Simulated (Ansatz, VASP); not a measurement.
# AlNi in VASP and in Ansatz

Contents of INCAR:

```
PREC = Accurate
ENCUT = 520
EDIFF = 1E-6
ISMEAR = 0
SIGMA = 0.15
LREAL = False
LASPH = True
NELM = 60
ALGO = Fast
ISIF = 2
LWAVE = False
LCHARG = True
GGA = PS
LELF = True
LVHAR = True
NBANDS = 14
```

KPOINTS

```
Automatic mesh
0
Gamma
  20 20 18
```

Contents of POSCAR:

```
AlNi
1.0
    2.0466156511     -2.0619187610      0.0000000000
    2.0466156511      2.0619187610      0.0000000000
    0.0000000000      0.0000000000      2.7811716172
Al Ni
1 1
Direct
    0.0000000000      0.0000000000      0.0000000000
    0.5000000000      0.5000000000      0.5000000000
```

Input for Ansatz:

```yaml
crystal:
  lattice:
    - [2.0466156511, -2.061918761, 0.0]
    - [2.0466156511, 2.061918761, 0.0]
    - [0.0, 0.0, 2.7811716172]
  atoms:
    - { symbol: Al, position: [0.0, 0.0, 0.0] }
    - { symbol: Ni, position: [0.5, 0.5, 0.5] }
basis:
  ecutwfc: 420
kpoints:
  mp_grid: { grid: [20, 20, 18] }
hamiltonian:
  xc: pbesol
scf:
  occupations: { method: gaussian, width: 0.15 }
output:
  forces: true
  stress: true
  eigenvalues: true
  write_density: true
  write_potential: true
  elf: true
  volumetric_format: npy
```

Alike in both runs: task single point; functional PBEsol; k mesh 20 × 20 × 18; occupations gaussian, width 0.15 eV; no spin polarisation.

|  | VASP | Ansatz |
| --- | --- | --- |
| version | VASP 6.6.1 | Ansatz 0.2.0 |
| potentials or method | VASP PAW PBE potentials, release 64 (Al, Ni), cutoff 520 eV | scalar-relativistic, plane waves, PAW |
| valence electrons in the cell | 13 | 21 |

Ansatz gave:

* gap on the k mesh at the Fermi level (eV): none
* pressure (GPa): 0.0
* traceless stress, the component that is largest in VASP (GPa): 2.70

Which values does VASP return?

gap on the k mesh at the Fermi level (eV): none; pressure (GPa): 0.3; traceless stress, the component that is largest in VASP (GPa): 2.77.

VASP's potentials were made for PBE, not for PBEsol. A gap of «none» marks a metal or a gap that the smearing closes. With one functional, cell and mesh, what is left measures potentials, basis and numerics. VASP's potentials hold 13 valence electrons a cell and Ansatz's 21, so a difference there can come from the potentials and not from the codes.
